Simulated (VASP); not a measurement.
Runs of VASP 6.6.1 on B2AsN. The structure is that of space group P-4m2 (No. 115), or close to it. The cells are those of the table. 

```csv
level,cell,gap on the mesh (eV),pressure (GPa),largest force (eV/Å)
r2SCAN,"a = 2.958, b = 2.958, c = 4.231 Å, 4 atoms",0.16,7.8,0.26
PBE,"a = 3.025, b = 3.025, c = 4.341 Å, 4 atoms",none,-4.9,0.07
PBE,"a = 2.989, b = 2.989, c = 4.274 Å, 4 atoms",none,(c),0.38
PBE,"a = 2.935, b = 2.935, c = 4.211 Å, 4 atoms",none,15.3,0.48
r2SCAN,"a = 3.018, b = 3.018, c = 4.317 Å, 4 atoms",0.18,(b),0.10
PBE,"a = 2.966, b = 2.966, c = 4.255 Å, 4 atoms",none,7.5,(a)
r2SCAN,"a = 3.047, b = 3.047, c = 4.358 Å, 4 atoms",0.18,-10.7,0.25
PBE,"a = 3.055, b = 3.055, c = 4.383 Å, 4 atoms",none,-9.9,0.21
```

Alike in all rows: task single point; potentials or basis VASP PAW PBE potentials, release 64 (N, B, As); no spin polarisation; k mesh 8 × 8 × 6; cutoff (eV) 520; smearing fermi-dirac 0.02 eV.

Estimate the missing entries.

(a) 0.28; (b) -5.4; (c) 3.5.

Caveats: the PAW data sets were made with another functional, which shifts forces and pressure a little (some runs).

A k mesh can miss the band edges, and the runs leave out spin-orbit coupling on As.

A gap of «none» marks levels without a gap at the run's occupations.
